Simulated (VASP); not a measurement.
# La (Fd-3m) in VASP: a series of runs

The runs below take La through single point, relaxation of cell and atoms, with PBE.

All numbers are computed with VASP 6.6.1; they aren't measurements. Logs are shortened: lines on timing, memory, paths and dates and some standing lists are left out, and cuts for length are marked.

## 1. The cell of the first run

The structure is cubic, space group Fd-3m (No. 227). The conventional cell has a = 5.750 Å, b = 5.750 Å, c = 5.750 Å, α = 90.00°, β = 90.00°, γ = 90.00°. Within 3.3 Å of La (site symmetry -43m) lie 4 La at 2.49 Å.

This isn't the form of La at room conditions, which is double hcp.

## 2. Single point, PBE

INCAR

```
SYSTEM = La
  ALGO = Normal
  EDIFF = 1E-6
  ENCUT = 520
  GGA = PE
  ISIF = 2
  ISMEAR = -1
  LASPH = .TRUE.
  LCHARG = .FALSE.
  LREAL = .FALSE.
  LWAVE = .FALSE.
  NBANDS = 18
  NELM = 80
  PREC = Accurate
  SIGMA = 0.05
```

KPOINTS

```
k-points
0
G
  12 12 12
  0 0 0
```

POSCAR

```
La
1.0
    0.0000000000      2.8749032372      2.8749032372
    2.8749032372      0.0000000000      2.8749032372
    2.8749032372      2.8749032372      0.0000000000
La
2
Direct
   -0.1250000000     -0.1250000000     -0.1250000000
    0.1250000000      0.1250000000      0.1250000000
```

Potentials or basis: VASP PAW PBE potentials, release 64 (La).

Run with:

```sh
$ cat potpaw_PBE.64/La/POTCAR > POTCAR
$ mpirun -np 1 vasp_std > vasp.out
```

OUTCAR:

```text
SYSTEM = La
   EDIFF = 1E-6
   ENCUT = 520
   GGA = PE
   ISIF = 2
   ISMEAR = -1
   LASPH = .TRUE.
   LREAL = .FALSE.
   NELM = 80
   PREC = Accurate

 ion  position               nearest neighbor table
   1  0.875  0.875  0.875-   2 2.49   2 2.49   2 2.49   2 2.49
   2  0.125  0.125  0.125-   1 2.49   1 2.49   1 2.49   1 2.49

  LATTYP: Found a face centered cubic cell.
 ALAT       =     5.7498064744

  Lattice vectors:

 A1 = (   0.0000000000,   2.8749032372,   2.8749032372)
 A2 = (   2.8749032372,   0.0000000000,   2.8749032372)
 A3 = (   2.8749032372,   2.8749032372,   0.0000000000)

Analysis of symmetry for initial positions (statically):
=====================================================================
 Subroutine PRICEL returns:
 Original cell was already a primitive cell.

 Routine SETGRP: Setting up the symmetry group for a
 face centered cubic supercell.

 Subroutine GETGRP returns: Found 48 space group operations
 (whereof 12 operations were pure point group operations)
 out of a pool of 48 trial point group operations.

The static configuration has the point symmetry D_3d.
 The point group associated with its full space group is O_h .

Analysis of symmetry for dynamics (positions and initial velocities):
=====================================================================
 Subroutine PRICEL returns:
 Original cell was already a primitive cell.

 Routine SETGRP: Setting up the symmetry group for a
 face centered cubic supercell.

 Subroutine GETGRP returns: Found 48 space group operations
 (whereof 12 operations were pure point group operations)
 out of a pool of 48 trial point group operations.

The dynamic configuration has the point symmetry D_3d.
 The point group associated with its full space group is O_h .

 Subroutine INISYM returns: Found 48 space group operations
 (whereof 12 operations are pure point group operations),
 and found     1 'primitive' translations

----------------------------------------------------------------------------------------

                                     Primitive cell

  volume of cell :      47.5225

  direct lattice vectors                    reciprocal lattice vectors
     0.000000000  2.874903237  2.874903237    -0.173918897  0.173918897  0.173918897
     2.874903237  0.000000000  2.874903237     0.173918897 -0.173918897  0.173918897
     2.874903237  2.874903237  0.000000000     0.173918897  0.173918897 -0.173918897

  length of vectors
     4.065727149  4.065727149  4.065727149     0.301236366  0.301236366  0.301236366

  position of ions in fractional coordinates (direct lattice)
     0.875000000  0.875000000  0.875000000
     0.125000000  0.125000000  0.125000000

  ion indices of the primitive-cell ions
   primitive index   ion index
                 1           1
                 2           2

----------------------------------------------------------------------------------------

 KPOINTS: k-points

Automatic generation of k-mesh.
 Grid dimensions read from file:
 generate k-points for:   12   12   12

 Generating k-lattice:

  Cartesian coordinates                     Fractional coordinates (reciprocal lattice)
    -0.014493241  0.014493241  0.014493241     0.083333333  0.000000000  0.000000000
     0.014493241 -0.014493241  0.014493241     0.000000000  0.083333333  0.000000000
     0.014493241  0.014493241 -0.014493241     0.000000000  0.000000000  0.083333333

  Length of vectors
     0.025103031  0.025103031  0.025103031

  Shift w.r.t. Gamma in fractional coordinates (k-lattice)
     0.000000000  0.000000000  0.000000000

 Subroutine IBZKPT returns following result:
 ===========================================

 Found     72 irreducible k-points:

 Following reciprocal coordinates:
            Coordinates               Weight
  0.000000  0.000000  0.000000      1.000000
  0.083333  0.000000  0.000000      8.000000
  0.166667  0.000000  0.000000      8.000000
  0.250000  0.000000  0.000000      8.000000
  0.333333  0.000000  0.000000      8.000000
  0.416667  0.000000  0.000000      8.000000
[... 16 lines left out ...]
  0.500000  0.166667  0.000000     24.000000
 -0.416667  0.166667  0.000000     24.000000
 [... further k-points ...]
   k-points           NKPTS =     72   k-points in BZ     NKDIM =     72   number of bands    NBANDS=     18
   number of dos      NEDOS =    301   number of ions     NIONS =      2
   total plane-waves  NPLWV =  27000
   dimension x,y,z NGX =    30 NGY =   30 NGZ =   30
   dimension x,y,z NGXF=    60 NGYF=   60 NGZF=   60
   ions per type =               2
   NGX,Y,Z   is equivalent  to a cutoff of  12.27, 12.27, 12.27 a.u.
   NGXF,Y,Z  is equivalent  to a cutoff of  24.53, 24.53, 24.53 a.u.
 SYSTEM =  La
   PREC   = accura    normal or accurate (medium, high low for compatibility)
   ISTART =      0    job   : 0-new  1-cont  2-samecut
   ICHARG =      2    charge: 1-file 2-atom 10-const
   ISPIN  =      1    spin polarized calculation?
   LNONCOLLINEAR =      F non collinear calculations
   LSORBIT =      F    spin-orbit coupling
   LASPH  =      T    aspherical Exc in radial PAW
   ENCUT  =  520.0 eV  38.22 Ry    6.18 a.u.   7.56  7.56  7.56*2*pi/ulx,y,z
   NELM   =     80;   NELMIN=  2; NELMDL= -5     # of ELM steps
   EDIFF  = 0.1E-05   stopping-criterion for ELM
   LREAL  =      F    real-space projection
   EDIFFG = 0.1E-04   stopping-criterion for IOM
   NSW    =      0    number of steps for IOM
   IBRION =     -1    ionic relax: 0-MD 1-quasi-New 2-CG
   NFREE  =      0    steps in history (QN), initial steepest desc. (CG)
   ISIF   =      2    stress and relaxation
   ISYM   =      2    0-nonsym 1-usesym 2-fastsym
   POTIM  = 0.5000    time-step for ionic-motion
   TEBEG  =    0.0;   TEEND  =   0.0 temperature during run
   PSTRESS=    0.0 pullay stress
   NELECT =      22.0000    total number of electrons
   NUPDOWN=      -1.0000    fix difference up-down
   EMIN   =  10.00;   EMAX   =-10.00  energy-range for DOS
   EFERMI =   0.00;   METHOD = LEGACY
   ISMEAR =    -1;   SIGMA  =   0.05  broadening in eV -4-tet -1-fermi 0-gaus
   EFERMI_NEDOS =   21; number of points for ismear=-14 and -15
   IALGO  =     38    algorithm
   IMIX   =      4    mixing-type and parameters
     AMIX     =   0.40;   BMIX     =  1.00
     AMIX_MAG =   1.60;   BMIX_MAG =  1.00
  volume/ion in A,a.u.               =      23.76       160.35
  Fermi-wavevector in a.u.,A,eV,Ry     =   1.266434  2.393213 21.821766  1.603855
  Thomas-Fermi vector in A             =   2.399635
   LORBIT       =      0    0 simple, 1 ext, 2 COOP (PROOUT), +10 PAW based schemes
   GGA     = PE    functional components
   LHFCALC =     F    Hartree Fock is set to
   AEXX    =    0.0000 exact exchange contribution
   IVDW    =     0    specifies the selected vdW correction
   LEPSILON=     F    determine dielectric tensor
   LRPA    =     F    only Hartree local field effects (RPA)
 non-spin polarized calculation
  energy-cutoff  :      520.00
  volume of cell :       47.52
 maximum number of plane-waves:      1303
   NGX = 15   NGY = 15   NGZ = 15

 number of electron      21.9999998 magnetization

 Free energy of the ion-electron system (eV)
  ---------------------------------------------------
  ext. energy  EPLUGINS =         0.00000000
  ---------------------------------------------------
  free energy    TOTEN  =        -4.26632858 eV

  energy without entropy =       -4.25983360  energy(sigma->0) =       -4.26308109

 E-fermi :  12.1551     XC(G=0): -11.2198

 val. band max:       12.1515747241   @ k =  -0.3333   0.5000   0.1667
 cond. band min:      12.1605473203   @ k =   0.4167   0.3333   0.0000
 fundamental gap:      0.0089725961
 Fermi energy:        12.1551029037

 k-point     1 :       0.0000    0.0000    0.0000
  band No.  band energies     occupation
      1     -22.3605      2.00000
      2     -16.9824      2.00000
      3      -6.2757      2.00000
      4      -6.2757      2.00000
      5      -6.2757      2.00000
      6      -2.1731      2.00000
[... 10 lines left out ...]
     17      14.5523      0.00000
     18      15.4193      0.00000

 k-point     2 :       0.0833    0.0000    0.0000
  band No.  band energies     occupation
      1     -22.3116      2.00000
      2     -17.0928      2.00000
      3      -6.3269      2.00000
      4      -6.3269      2.00000
      5      -6.2469      2.00000
      6      -2.0896      2.00000
[... 10 lines left out ...]
     17      14.5586      0.00000
     18      15.4080      0.00000

 k-point     3 :       0.1667    0.0000    0.0000
  band No.  band energies     occupation
      1     -22.1693      2.00000
      2     -17.3974      2.00000
      3      -6.4577      2.00000
      4      -6.4577      2.00000
      5      -6.1876      2.00000
      6      -1.8653      2.00000
[... 10 lines left out ...]
     17      14.5760      0.00000
     18      15.2668      0.00000

 k-point     4 :       0.2500    0.0000    0.0000
  band No.  band energies     occupation
      1     -21.9484      2.00000
      2     -17.8281      2.00000
      3      -6.6193      2.00000
      4      -6.6193      2.00000
      5      -6.1462      2.00000
      6      -1.5777      2.00000
[... 375 lines left out ...]
      4      -7.0684      2.00000
      5      -5.2141      2.00000
      6      -2.0081      2.00000
[... 10 lines left out ...]
     17      15.0461      0.00000
     18      15.4451      0.00000

 k-point    23 :       0.5000    0.1667    0.0000
  band No.  band energies     occupation
      1     -21.1915      2.00000
      2     -19.0213      2.00000
      3      -7.4327      2.00000
      4      -7.0814      2.00000
      5      -5.1921      2.00000
      6      -1.7394      2.00000
[... 10 lines left out ...]
     17      15.3349      0.00000
     18      15.5309      0.00000

 k-point    24 :      -0.4167    0.1667    0.0000
  band No.  band energies     occupation
      1     -21.1588      2.00000
      2     -19.0657      2.00000
      3      -7.4938      2.00000
      4      -7.0236      2.00000
      5      -5.2275      2.00000
      6      -1.5703      2.00000
[... 10 lines left out ...]
     17      15.3245      0.00000
     18      15.5728      0.00000

 [... further k-points ...]

------------------------ aborting loop because EDIFF is reached ----------------------------------------

  FORCE on cell =-STRESS in cart. coord.  units (eV):
  Direction    XX          YY          ZZ          XY          YZ          ZX
  --------------------------------------------------------------------------------------
  -------------------------------------------------------------------------------------
  Total       19.1329948     19.1329948     19.1329948     -0.0000000      0.0000000     -0.0000000
  in kB      645.0506899    645.0506899    645.0506899     -0.0000000      0.0000000     -0.0000000
  external PRESSURE =     645.0506899 kB  Pullay stress =       0.0000000 kB

 VOLUME and BASIS-vectors are now :
 -----------------------------------------------------------------------------
  energy-cutoff  :      520.00
  volume of cell :       47.52
      direct lattice vectors                 reciprocal lattice vectors
     0.000000000  2.874903237  2.874903237    -0.173918897  0.173918897  0.173918897
     2.874903237  0.000000000  2.874903237     0.173918897 -0.173918897  0.173918897
     2.874903237  2.874903237  0.000000000     0.173918897  0.173918897 -0.173918897

 POSITION                                       TOTAL-FORCE (eV/Angst)
 -----------------------------------------------------------------------------------
      5.03108      5.03108      5.03108        -0.000000     -0.000000     -0.000000
      0.71873      0.71873      0.71873         0.000000      0.000000      0.000000
 -----------------------------------------------------------------------------------
    total drift:                               -0.000000      0.000000      0.000000

  FREE ENERGIE OF THE ION-ELECTRON SYSTEM (eV)
  ---------------------------------------------------
  free  energy   TOTEN  =        -4.2663285816 eV

  energy  without entropy=       -4.2598336000  energy(sigma->0) =       -4.26308109
```

It took 37 s on 1 thread of Intel Xeon 6975P-C (Granite Rapids), shared host; peak memory 0.22 GiB.

Results:

| Item | Value |
| --- | --- |
| Free energy | -4.2663 eV |
| Pressure | 64.5 GPa |
| Band gap on the k mesh | zero (bands 11 and 12 overlap by 0.27 eV) |

Levels at points of the mesh, in eV from the Fermi level:
| k point | band 9 | band 10 | band 11 | band 12 | band 13 | band 14 |
| --- | --- | --- | --- | --- | --- | --- |
| (0.00, 0.00, 0.00) | -2.25 | -1.16 | -1.16 | 1.18 | 1.18 | 1.18 |
| (0.50, 0.00, 0.00) | -1.64 | -0.85 | -0.85 | -0.13 | 0.10 | 0.10 |
| (0.50, 0.50, 0.00) | -2.24 | -2.24 | -0.23 | -0.23 | 0.83 | 0.83 |

Caveat: the cell stands under pressure; spin-orbit coupling is left out, which moves the levels of the heavy elements.

## 3. Single point, PBE

INCAR

```
SYSTEM = La
ALGO = Normal
EDIFF = 1E-6
ENCUT = 520
GGA = PE
ISIF = 2
ISMEAR = -1
LASPH = .True.
LCHARG = .False.
LREAL = .False.
LWAVE = .False.
NBANDS = 18
NELM = 60
PREC = Accurate
SIGMA = 0.05
```

KPOINTS

```
k-points
0
Gamma
  12 12 12
  0 0 0
```

POSCAR

```
La
1.0
    0.0000000000      2.8743102134      2.8743102134
    2.8743102134      0.0000000000      2.8743102134
    2.8743102134      2.8743102134      0.0000000000
La
2
Direct
   -0.1250000000     -0.1250000000     -0.1250000000
    0.1250000000      0.1250000000      0.1250000000
```

Potentials or basis: VASP PAW PBE potentials, release 64 (La).

Run with:

```sh
$ cat potpaw_PBE.64/La/POTCAR > POTCAR
$ mpirun -np 1 vasp_std > vasp.out
```

It took 34 s on 1 thread of Intel Xeon 6975P-C (Granite Rapids), shared host; peak memory 0.21 GiB.

Results (log left out):

| Item | Value |
| --- | --- |
| Free energy | -4.2545 eV |
| Pressure | 64.7 GPa |
| Band gap on the k mesh | zero (bands 11 and 12 overlap by 0.27 eV) |

Levels at points of the mesh, in eV from the Fermi level:
```tsv
k point	band 8	band 9	band 10	band 11	band 12	band 13	band 14	band 15
(0.00, 0.00, 0.00)	-14.33	-2.25	-1.16	-1.16	1.18	1.18	1.18	2.40
(0.50, 0.00, 0.00)	-12.42	-1.64	-0.85	-0.85	-0.13	0.10	0.10	2.50
(0.50, 0.50, 0.00)	-11.68	-2.24	-2.24	-0.23	-0.23	0.83	0.83	2.64
```

Caveat: the cell stands under pressure; spin-orbit coupling is left out, which moves the levels of the heavy elements.

## 4. Relaxation of cell and atoms, PBE, target pressure 65 GPa, at which the enthalpy is minimised

This run uses another cell than the first one, of 19.35 Å³/atom.

INCAR

```
SYSTEM = La
  PREC = Accurate
  ENCUT = 600
  EDIFF = 1E-6
  ISMEAR = -1
  SIGMA = 0.05
  LREAL = .False.
  LASPH = .True.
  NELM = 100
  ALGO = Normal
  ISIF = 3
  LWAVE = .False.
  LCHARG = .False.
  GGA = PE
  IBRION = 2
  NSW = 60
  EDIFFG = -0.005
  PSTRESS = 650.0
```

KPOINTS

```
regular mesh
0
Gamma
  12 12 12
  0 0 0
```

POSCAR

```
La
1.0
    0.0000000000      2.6847865536      2.6847865536
    2.6847865536      0.0000000000      2.6847865536
    2.6847865536      2.6847865536      0.0000000000
La
2
Direct
   -0.1250000000     -0.1250000000     -0.1250000000
    0.1250000000      0.1250000000      0.1250000000
```

Run with:

```sh
$ cat potpaw_PBE.64/La/POTCAR > POTCAR
$ mpirun -np 1 vasp_std > vasp.out
```

Wall time 4.1 min (1 thread of Intel Xeon 6975P-C (Granite Rapids), shared host); peak memory 0.23 GiB.

It converged, with:

```yaml
Free_energy: -4.2346 eV
Relaxed_volume: 23.72 Å³/atom
Relaxed_cell: a = 4.064 Å, b = 4.064 Å, c = 4.064 Å, α = 60.00°, β = 60.00°, γ = 60.00°
Space_group_after_relaxing_to_0.1_Å: Fd-3m (No. 227)
Energy_change_on_relaxing_the_run_minimises_the_enthalpy: -2781.8 meV/atom
Ionic_steps: 8
Pressure_after_relaxing: 65.0 GPa
Band_gap_on_the_k_mesh: zero (bands 11 and 12 overlap by 0.27 eV)
```

Step by step:
| step | energy change (eV) | largest force (eV/Å) | pressure (GPa) | volume (Å³) |
| --- | --- | --- | --- | --- |
| 1 | 0.0000 | 0.0000 | 150.79 | 38.70 |
| 2 | -7.7766 | 0.0000 | -3.26 | 130.60 |
| 3 | -7.5927 | 0.0000 | 32.51 | 54.35 |
| 4 | -5.9758 | 0.0000 | 58.57 | 48.51 |
| 5 | -5.5545 | 0.0000 | 65.16 | 47.42 |
| 6 | -5.6296 | 0.0000 | 63.97 | 47.61 |
| 7 | -5.2676 | 0.0000 | 69.62 | 46.74 |
| 8 | -5.5636 | 0.0000 | 65.00 | 47.44 |

Final structure:
```cif
data_structure
_symmetry_space_group_name_H-M 'P 1'
_symmetry_Int_Tables_number 1
_cell_length_a 4.0635
_cell_length_b 4.0635
_cell_length_c 4.0635
_cell_angle_alpha 60.000
_cell_angle_beta 60.000
_cell_angle_gamma 60.000
_cell_volume 47.44
loop_
_atom_site_label
_atom_site_type_symbol
_atom_site_fract_x
_atom_site_fract_y
_atom_site_fract_z
_atom_site_occupancy
La1 La 0.87500 0.87500 0.87500 1
La2 La 0.12500 0.12500 0.12500 1
```

Levels at points of the mesh, in eV from the Fermi level:
```tsv
k point	band 7	band 8	band 9	band 10	band 11	band 12	band 13	band 14	band 15
(0.00, 0.00, 0.00)	-14.32	-14.32	-2.25	-1.16	-1.16	1.18	1.18	1.18	2.40
(0.50, 0.00, 0.00)	-13.19	-12.41	-1.64	-0.85	-0.85	-0.13	0.10	0.10	2.50
(0.50, 0.50, 0.00)	-11.67	-11.67	-2.24	-2.24	-0.23	-0.23	0.83	0.83	2.65
```

Caveat: the cell is relaxed towards a set pressure, so the run minimises the enthalpy, not the energy; the volume moved by over 15 % at a fixed basis, so the end points are rough; spin-orbit coupling is left out, which moves the levels of the heavy elements.

## 5. Relaxation of cell and atoms, PBE, target pressure 65 GPa, at which the enthalpy is minimised

Changes to INCAR since step 4:

```diff
@@ -8,3 +8,3 @@
   LASPH = .True.
-  NELM = 100
+  NELM = 60
   ALGO = Normal
@@ -15,3 +15,3 @@
   IBRION = 2
-  NSW = 60
+  NSW = 32
   EDIFFG = -0.005
```

KPOINTS

```
Automatic mesh
0
Gamma
  12 12 12
  0 0 0
```

POSCAR

```
La
1.0
    0.0000000000      2.8749032372      2.8749032372
    2.8749032372      0.0000000000      2.8749032372
    2.8749032372      2.8749032372      0.0000000000
La
2
Direct
   -0.1250000000     -0.1250000000     -0.1250000000
    0.1250000000      0.1250000000      0.1250000000
```

Run with:

```sh
$ cat potpaw_PBE.64/La/POTCAR > POTCAR
$ mpirun -np 1 vasp_std > vasp.out
```

It took 4.5 min on 1 thread of Oxide Virtual Turin-like, shared host; peak memory 0.2 GiB.

Results (log left out):

| Quantity | Value |
| --- | --- |
| Free energy | -4.2363 eV |
| Relaxed volume | 23.72 Å³/atom |
| Relaxed cell | a = 4.064 Å, b = 4.064 Å, c = 4.064 Å, α = 60.00°, β = 60.00°, γ = 60.00° |
| Space group after relaxing (to 0.1 Å) | Fd-3m (No. 227) |
| Energy change on relaxing (the run minimises the enthalpy) | +15.6 meV/atom |
| Ionic steps | 3 |
| Pressure after relaxing | 65.0 GPa |
| Band gap on the k mesh | zero (bands 11 and 12 overlap by 0.27 eV) |

The path:
| step | energy change (eV) | largest force (eV/Å) | pressure (GPa) | volume (Å³) |
| --- | --- | --- | --- | --- |
| 1 | 0.0000 | 0.0000 | 64.53 | 47.52 |
| 2 | 0.1985 | 0.0000 | 67.61 | 47.04 |
| 3 | 0.0312 | 0.0000 | 64.99 | 47.45 |

Final structure:
```
La
1.0
     0.00000    2.87335    2.87335
     2.87335    0.00000    2.87335
     2.87335    2.87335    0.00000
La
2
Direct
  0.87500 0.87500 0.87500
  0.12500 0.12500 0.12500
```

Levels at points of the mesh, in eV from the Fermi level:
```csv
k point,band 8,band 9,band 10,band 11,band 12,band 13,band 14,band 15
"(0.00, 0.00, 0.00)",-14.32,-2.25,-1.16,-1.16,1.18,1.18,1.18,2.40
"(0.50, 0.00, 0.00)",-12.41,-1.64,-0.85,-0.85,-0.13,0.10,0.10,2.50
"(0.50, 0.50, 0.00)",-11.67,-2.24,-2.24,-0.23,-0.23,0.83,0.83,2.65
```

Caveat: the cell is relaxed towards a set pressure, so the run minimises the enthalpy, not the energy; spin-orbit coupling is left out, which moves the levels of the heavy elements.

## 6. The runs side by side

| task | cell | cutoff (eV) | gap on the mesh (eV) | pressure (GPa) |
| --- | --- | --- | --- | --- |
| single point | a = 4.066 Å, angles 60.0°, 2 atoms | 520 | none | 64.5 |
| single point | a = 4.065 Å, angles 60.0°, 2 atoms | 520 | none | 64.7 |
| relaxation of cell and atoms | relaxed to 65 GPa from a = 3.797 Å, angles 60.0°, 2 atoms | 600 | none | 65.0 |
| relaxation of cell and atoms | relaxed to 65 GPa from a = 4.066 Å, angles 60.0°, 2 atoms | 600 | none | 65.0 |

Alike in all rows: level PBE; potentials or basis VASP PAW PBE potentials, release 64 (La); no spin polarisation; k mesh 12 × 12 × 12; smearing fermi-dirac 0.05 eV.

Caveats: spin-orbit coupling is left out, which moves the levels of the heavy elements; the cell stands under pressure (at least some runs); the cell is relaxed towards a set pressure, so the run minimises the enthalpy, not the energy (at least some runs); the volume moved by over 15 % at a fixed basis, so the end points are rough (at least some runs).

Absolute energies hang on the potentials; compare differences alone.
